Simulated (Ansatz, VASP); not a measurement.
**Two plane-wave programs on SnSe2**

```xyz
3
Lattice="3.8400 0.0000 0.0000 -1.9200 3.3256 0.0000 0.0000 0.0000 5.6854" Properties=species:S:1:pos:R:3 pbc="T T T"
Sn    0.0000    0.0000    0.0000
Se    0.0000    2.2171    1.5074
Se    1.9200    1.1085    4.1780
```

Alike in both runs: task single point; functional PBE; dispersion D3(BJ); k mesh 12 × 12 × 6; occupations gaussian, width 0.03 eV; no spin polarisation.

|  | VASP | Ansatz |
| --- | --- | --- |
| version | VASP 6.6.1 | Ansatz 0.2.0 |
| potentials or method | VASP PAW PBE potentials, release 64 (Sn_d, Se), cutoff 500 eV | scalar-relativistic, plane waves, PAW |
| valence electrons in the cell | 26 | 46 |

Ansatz gave:

```
gap on the k mesh at the Fermi level (eV)                     : 0.20
least direct gap on the mesh (eV)                             : 0.45
pressure (GPa)                                                : 4.2
traceless stress, the component that is largest in VASP (GPa) : 2.06
rms of the force components (eV/Å)                            : 0.352
```

Task: Estimate VASP's values.

Result: gap on the k mesh at the Fermi level (eV): 0.19; least direct gap on the mesh (eV): 0.43; pressure (GPa): 4.3; traceless stress, the component that is largest in VASP (GPa): 2.06; rms of the force components (eV/Å): 0.360.

Atom by atom the forces differ by 0.007 eV/Å (rms over components). VASP's potentials hold 26 valence electrons a cell and Ansatz's 46, so a difference there can come from the potentials and not from the codes.
